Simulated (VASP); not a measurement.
## Ge: single point with PBEsol

Ge:

```
Ge
1.0
     0.00000    2.63806    4.55826
     2.43302    0.00000    4.55826
     2.43302    2.63806    0.00000
Ge
4
Direct
  0.73466 0.26534 0.73466
  0.26534 0.73466 0.26534
  0.23351 0.23351 0.76649
  0.76649 0.76649 0.23351
```

```
Program                : VASP 6.6.1
Task                   : single point
Functional             : PBEsol
Potentials or basis    : VASP PAW PBE potentials, release 64 (Ge_d)
Cutoff                 : 520 eV
k mesh                 : 7 × 7 × 7
Occupations            : fermi-dirac, width 0.05 eV
Spin                   : no spin polarisation
Dipole correction      : no
Further INCAR settings : ALGO = Normal; EDIFF = 1e-07; NBANDS = 36
```

```
Pressure               : 30.2 GPa
Largest force          : 0.004 eV/Å
Band gap on the k mesh : zero (band 28 reaches 11.00 eV, above the bottom of band 29 at 7.06 eV)
```

Forces on the atoms (eV/Å):
```
Ge   0.000 -0.004  0.000
Ge   0.000  0.004  0.000
Ge   0.000  0.000  0.001
Ge   0.000  0.000 -0.001
```

Stress tensor (GPa, compression positive):
```
30.12  0.00  0.00
 0.00 30.18  0.00
 0.00  0.00 30.25
```

Levels at points of the mesh, in eV from the Fermi level:
```csv
k point,band 24,band 25,band 26,band 27,band 28,band 29,band 30,band 31,band 32,band 33
"(0.00, 0.00, 0.00)",-3.19,-3.02,-2.78,-2.61,-2.58,-2.48,2.71,2.95,4.90,8.53
```

Run time: 89 s on 1 thread of Intel(R) Xeon(R) 6975P-C (Granite Rapids), with other jobs on the host, peak memory 0.24 GiB.

Caveat: the PAW data sets were made with another functional, which shifts forces and pressure a little.
